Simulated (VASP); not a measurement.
# Gd (Fm-3m) in VASP: further runs

Gd is run at these levels: LDA; tasks: single point, relaxation of cell and atoms.

All numbers are computed with VASP 6.6.1; they aren't measurements. Logs are shortened: lines on timing, memory, paths and dates and some standing lists are left out, and cuts for length are marked.

**1. The cell of the first run**

It takes space group Fm-3m (No. 225, cubic). Conventional cell: a = 4.364 Å, b = 4.364 Å, c = 4.364 Å, α = 90.00°, β = 90.00°, γ = 90.00°. Gd (site symmetry m-3m) has 12 Gd at 3.09 Å within 4.1 Å.

**2. Single point, LDA, collinear spin, ferromagnetic start**

Contents of INCAR:

```
ALGO = Normal ; EDIFF = 1E-6
ENCUT = 520 ; GGA = CA
ISIF = 2 ; ISMEAR = 0
ISPIN = 2 ; LASPH = True
LCHARG = False ; LMAXMIX = 6
LORBIT = 11 ; LREAL = False
LWAVE = False ; MAGMOM = 7
NBANDS = 19 ; NELM = 150
PREC = Accurate ; SIGMA = 0.05
```

Contents of KPOINTS:

```
k-points
0
Gamma
  8 8 8
```

Contents of POSCAR:

```
Gd
1.0
    0.0000000000      2.1819946424      2.1819946424
    2.1819946424      0.0000000000      2.1819946424
    2.1819946424      2.1819946424      0.0000000000
Gd
1
Direct
    0.0000000000      0.0000000000      0.0000000000
```

Potentials or basis: VASP PAW PBE potentials, release 64 (Gd).

Command:

```
> cat potpaw_PBE.64/Gd/POTCAR > POTCAR
> mpirun -np 1 vasp_std > vasp.out
```

OUTCAR:

```text
EDIFF = 1E-6
   ENCUT = 520
   GGA = CA
   ISIF = 2
   ISMEAR = 0
   ISPIN = 2
   LASPH = True
   LORBIT = 11
   LREAL = False
   NELM = 150
   PREC = Accurate

 ion  position               nearest neighbor table
   1  0.000  0.000  0.000-

  LATTYP: Found a face centered cubic cell.
 ALAT       =     4.3639892848

  Lattice vectors:

 A1 = (   0.0000000000,   2.1819946424,   2.1819946424)
 A2 = (   2.1819946424,   0.0000000000,   2.1819946424)
 A3 = (   2.1819946424,   2.1819946424,   0.0000000000)

Analysis of symmetry for initial positions (statically):
=====================================================================
 Subroutine PRICEL returns:
 Original cell was already a primitive cell.

 Routine SETGRP: Setting up the symmetry group for a
 face centered cubic supercell.

 Subroutine GETGRP returns: Found 48 space group operations
 (whereof 48 operations were pure point group operations)
 out of a pool of 48 trial point group operations.

The static configuration has the point symmetry O_h .

Analysis of symmetry for dynamics (positions and initial velocities):
=====================================================================
 Subroutine PRICEL returns:
 Original cell was already a primitive cell.

 Routine SETGRP: Setting up the symmetry group for a
 face centered cubic supercell.

 Subroutine GETGRP returns: Found 48 space group operations
 (whereof 48 operations were pure point group operations)
 out of a pool of 48 trial point group operations.

The dynamic configuration has the point symmetry O_h .

Analysis of structural, dynamic, and magnetic symmetry:
=====================================================================
 Subroutine PRICEL returns:
 Original cell was already a primitive cell.

 Routine SETGRP: Setting up the symmetry group for a
 face centered cubic supercell.

 Subroutine GETGRP returns: Found 48 space group operations
 (whereof 48 operations were pure point group operations)
 out of a pool of 48 trial point group operations.

The overall configuration has the point symmetry O_h .

 Subroutine INISYM returns: Found 48 space group operations
 (whereof 48 operations are pure point group operations),
 and found     1 'primitive' translations

----------------------------------------------------------------------------------------

                                     Primitive cell

  volume of cell :      20.7774

  direct lattice vectors                    reciprocal lattice vectors
     0.000000000  2.181994642  2.181994642    -0.229148134  0.229148134  0.229148134
     2.181994642  0.000000000  2.181994642     0.229148134 -0.229148134  0.229148134
     2.181994642  2.181994642  0.000000000     0.229148134  0.229148134 -0.229148134

  length of vectors
     3.085806416  3.085806416  3.085806416     0.396896210  0.396896210  0.396896210

  position of ions in fractional coordinates (direct lattice)
     0.000000000  0.000000000  0.000000000

  ion indices of the primitive-cell ions
   primitive index   ion index
                 1           1

----------------------------------------------------------------------------------------

 KPOINTS: k-points

Automatic generation of k-mesh.
 Grid dimensions read from file:
 generate k-points for:    8    8    8

 Generating k-lattice:

  Cartesian coordinates                     Fractional coordinates (reciprocal lattice)
    -0.028643517  0.028643517  0.028643517     0.125000000  0.000000000  0.000000000
     0.028643517 -0.028643517  0.028643517     0.000000000  0.125000000  0.000000000
     0.028643517  0.028643517 -0.028643517     0.000000000  0.000000000  0.125000000

  Length of vectors
     0.049612026  0.049612026  0.049612026

  Shift w.r.t. Gamma in fractional coordinates (k-lattice)
     0.000000000  0.000000000  0.000000000

 Subroutine IBZKPT returns following result:
 ===========================================

 Found     29 irreducible k-points:

 Following reciprocal coordinates:
            Coordinates               Weight
  0.000000  0.000000  0.000000      1.000000
  0.125000  0.000000  0.000000      8.000000
  0.250000  0.000000  0.000000      8.000000
  0.375000  0.000000  0.000000      8.000000
  0.500000  0.000000  0.000000      4.000000
  0.125000  0.125000  0.000000      6.000000
[... 16 lines left out ...]
  0.500000  0.250000  0.125000     48.000000
 -0.375000  0.250000  0.125000     24.000000
 [... further k-points ...]
   k-points           NKPTS =     29   k-points in BZ     NKDIM =     29   number of bands    NBANDS=     19
   number of dos      NEDOS =    301   number of ions     NIONS =      1
   total plane-waves  NPLWV =  13824
   dimension x,y,z NGX =    24 NGY =   24 NGZ =   24
   dimension x,y,z NGXF=    48 NGYF=   48 NGZF=   48
   ions per type =               1
   NGX,Y,Z   is equivalent  to a cutoff of  12.93, 12.93, 12.93 a.u.
   NGXF,Y,Z  is equivalent  to a cutoff of  25.86, 25.86, 25.86 a.u.
 SYSTEM =  unknown system
   PREC   = accura    normal or accurate (medium, high low for compatibility)
   ISTART =      0    job   : 0-new  1-cont  2-samecut
   ICHARG =      2    charge: 1-file 2-atom 10-const
   ISPIN  =      2    spin polarized calculation?
   LNONCOLLINEAR =      F non collinear calculations
   LSORBIT =      F    spin-orbit coupling
   LASPH  =      T    aspherical Exc in radial PAW
   ENCUT  =  520.0 eV  38.22 Ry    6.18 a.u.   5.74  5.74  5.74*2*pi/ulx,y,z
   NELM   =    150;   NELMIN=  2; NELMDL= -5     # of ELM steps
   EDIFF  = 0.1E-05   stopping-criterion for ELM
   LREAL  =      F    real-space projection
   EDIFFG = 0.1E-04   stopping-criterion for IOM
   NSW    =      0    number of steps for IOM
   IBRION =     -1    ionic relax: 0-MD 1-quasi-New 2-CG
   NFREE  =      0    steps in history (QN), initial steepest desc. (CG)
   ISIF   =      2    stress and relaxation
   ISYM   =      2    0-nonsym 1-usesym 2-fastsym
   POTIM  = 0.5000    time-step for ionic-motion
   TEBEG  =    0.0;   TEEND  =   0.0 temperature during run
   PSTRESS=    0.0 pullay stress
   NELECT =      18.0000    total number of electrons
   NUPDOWN=      -1.0000    fix difference up-down
   EMIN   =  10.00;   EMAX   =-10.00  energy-range for DOS
   EFERMI =   0.00;   METHOD = LEGACY
   ISMEAR =     0;   SIGMA  =   0.05  broadening in eV -4-tet -1-fermi 0-gaus
   EFERMI_NEDOS =   21; number of points for ismear=-14 and -15
   IALGO  =     38    algorithm
   IMIX   =      4    mixing-type and parameters
     AMIX     =   0.40;   BMIX     =  1.00
     AMIX_MAG =   1.60;   BMIX_MAG =  1.00
  volume/ion in A,a.u.               =      20.78       140.21
  Fermi-wavevector in a.u.,A,eV,Ry     =   1.560637  2.949177 33.138198  2.435589
  Thomas-Fermi vector in A             =   2.663820
   LORBIT       =     11    0 simple, 1 ext, 2 COOP (PROOUT), +10 PAW based schemes
   GGA     = CA    functional components
   LHFCALC =     F    Hartree Fock is set to
   AEXX    =    0.0000 exact exchange contribution
   IVDW    =     0    specifies the selected vdW correction
   LEPSILON=     F    determine dielectric tensor
   LRPA    =     F    only Hartree local field effects (RPA)
 spin polarized calculation
 Gauss-broadening in eV      SIGMA  =   0.05
  energy-cutoff  :      520.00
  volume of cell :       20.78
 maximum number of plane-waves:       568
   NGX = 11   NGY = 11   NGZ = 11

 number of electron      17.9999992 magnetization       6.9084200

 Free energy of the ion-electron system (eV)
  ---------------------------------------------------
  ext. energy  EPLUGINS =         0.00000000
  ---------------------------------------------------
  free energy    TOTEN  =       -11.26775805 eV

  energy without entropy =      -11.26565331  energy(sigma->0) =      -11.26670568

 E-fermi :   5.2355     XC(G=0): -12.5642

 val. band max:        5.2090847264   @ k =  -0.1250   0.1250   0.0000
 cond. band min:       5.2558780815   @ k =  -0.3750   0.3750   0.1250
 fundamental gap:      0.0467933551
 Fermi energy:         5.2355083379

 spin component 1

 k-point     1 :       0.0000    0.0000    0.0000
  band No.  band energies     occupation
      1     -39.0929      1.00000
      2     -15.2890      1.00000
      3     -15.2890      1.00000
      4     -15.2890      1.00000
      5       0.3275      1.00000
      6       1.2498      1.00000
[... 11 lines left out ...]
     18      16.6342      0.00000
     19      21.3486      0.00000

 k-point     2 :       0.1250    0.0000    0.0000
  band No.  band energies     occupation
      1     -39.0325      1.00000
      2     -15.7635      1.00000
      3     -15.3417      1.00000
      4     -15.3417      1.00000
      5       1.0525      1.00000
      6       1.2773      1.00000
[... 476 lines left out ...]
 k-point    24 :      -0.3750    0.2500    0.1250
  band No.  band energies     occupation
      1     -38.5923      1.00000
      2     -17.7053      1.00000
      3     -16.4238      1.00000
      4     -15.8839      1.00000
      5       1.3377      1.00000
      6       1.4388      1.00000
[... 11 lines left out ...]
     18      17.8503      0.00000
     19      20.3599      0.00000

 [... further k-points ...]

 spin component 2

 k-point     1 :       0.0000    0.0000    0.0000
  band No.  band energies     occupation
      1     -36.3871      1.00000
      2     -13.1050      1.00000
      3     -13.1050      1.00000
      4     -13.1050      1.00000
      5       1.0080      1.00000
      6       5.5500      0.00000
[... 11 lines left out ...]
     18      17.6148      0.00000
     19      22.0960      0.00000

 k-point     2 :       0.1250    0.0000    0.0000
  band No.  band energies     occupation
      1     -36.3159      1.00000
      2     -13.6685      1.00000
      3     -13.1655      1.00000
      4     -13.1655      1.00000
      5       1.7956      1.00000
      6       5.3955      0.00000
[... 476 lines left out ...]
 k-point    24 :      -0.3750    0.2500    0.1250
  band No.  band energies     occupation
      1     -35.7909      1.00000
      2     -15.9001      1.00000
      3     -14.4256      1.00000
      4     -13.7920      1.00000
      5       4.5602      1.00000
      6       4.7250      1.00000
[... 11 lines left out ...]
     18      19.1340      0.00000
     19      21.2483      0.00000

 [... further k-points ...]

------------------------ aborting loop because EDIFF is reached ----------------------------------------

  FORCE on cell =-STRESS in cart. coord.  units (eV):
  Direction    XX          YY          ZZ          XY          YZ          ZX
  --------------------------------------------------------------------------------------
  -------------------------------------------------------------------------------------
  Total        2.5552781      2.5552781      2.5552781      0.0000000     -0.0000000      0.0000000
  in kB      197.0415056    197.0415056    197.0415056      0.0000000     -0.0000000      0.0000000
  external PRESSURE =     197.0415056 kB  Pullay stress =       0.0000000 kB

 VOLUME and BASIS-vectors are now :
 -----------------------------------------------------------------------------
  energy-cutoff  :      520.00
  volume of cell :       20.78
      direct lattice vectors                 reciprocal lattice vectors
     0.000000000  2.181994642  2.181994642    -0.229148134  0.229148134  0.229148134
     2.181994642  0.000000000  2.181994642     0.229148134 -0.229148134  0.229148134
     2.181994642  2.181994642  0.000000000     0.229148134  0.229148134 -0.229148134

 POSITION                                       TOTAL-FORCE (eV/Angst)
 -----------------------------------------------------------------------------------
      0.00000      0.00000      0.00000         0.000000      0.000000      0.000000
 -----------------------------------------------------------------------------------
    total drift:                                0.000000      0.000000      0.000000

  FREE ENERGIE OF THE ION-ELECTRON SYSTEM (eV)
  ---------------------------------------------------
  free  energy   TOTEN  =       -11.2677580515 eV

  energy  without entropy=      -11.2656533082  energy(sigma->0) =      -11.26670568

 total charge

# of ion       s       p       d       f       tot
--------------------------------------------------
    1        2.096   5.489   0.905   7.056  15.546

 magnetization (x)

# of ion       s       p       d       f       tot
--------------------------------------------------
    1        0.011  -0.037   0.068   6.652   6.695
```

Wall time 30 s (1 thread of Intel Xeon Platinum 8259CL at 2.50GHz (Skylake/Cascade Lake), shared host); peak memory 0.15 GiB.

What came out:

```
Free energy                                           : -11.2678 eV
Pressure                                              : 19.7 GPa
Net moment                                            : 6.91 μB per cell
Site moments                                          : Gd +6.70 μB
Valence electrons inside the program's atomic spheres : Gd 15.55
```

Levels at points of the mesh, in eV from the Fermi level:
Spin up:
```csv
k point,band 10,band 11,band 12,band 13,band 14,band 15
"(0.00, 0.00, 0.00)",-3.39,-3.39,-3.39,1.77,1.77,1.77
"(0.50, 0.00, 0.00)",-3.46,-3.38,-3.02,1.40,1.40,4.12
"(0.50, 0.50, 0.00)",-3.52,-3.52,-3.45,-2.70,6.70,8.75
```
Spin down:
| k point | band 3 | band 4 | band 5 | band 6 | band 7 | band 8 |
| --- | --- | --- | --- | --- | --- | --- |
| (0.00, 0.00, 0.00) | -18.34 | -18.34 | -4.23 | 0.31 | 0.86 | 0.86 |
| (0.50, 0.00, 0.00) | -18.74 | -18.74 | -2.35 | 0.38 | 0.92 | 0.92 |
| (0.50, 0.50, 0.00) | -19.47 | -19.47 | -3.12 | -2.05 | 0.97 | 1.04 |

Caveat: the PAW data sets were made with another functional, which shifts forces and pressure a little; spin-orbit coupling is left out, which moves the levels of the heavy elements.

(Part 1 of 2 ends here.)
